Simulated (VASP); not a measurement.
V:

```
CELL_PARAMETERS angstrom
-1.51390 1.51390 1.51390
1.51390 -1.51390 1.51390
1.51390 1.51390 -1.51390
ATOMIC_POSITIONS crystal
V 0.00000 0.00000 0.00000
```

Base run:

```yaml
Program: VASP 6.6.1
Functional: r2SCAN
Potentials_or_basis: VASP PAW PBE potentials, release 64 (V_sv)
Cutoff: 520 eV
k_mesh: 13 × 13 × 13
Occupations: fermi-dirac, width 0.1 eV
Spin: collinear spin, ferromagnetic start
Starting_moments: "[0.45] μB"
Fixed_moment: 0.45 μB
```

Its results: pressure -6.2 GPa; site moments V +0.39 μB.

**Question.** The run is repeated on the same cell with these changes: fixed moment from 0.45 μB to 0.3 μB; moments at the start from [0.45] to [0.3]. What comes out?

**Answer.** Pressure -6.7 GPa; site moments V +0.26 μB.

Caveats: the PAW data sets were made with another functional, which shifts forces and pressure a little; the total moment is fixed, so each spin has its own Fermi level.
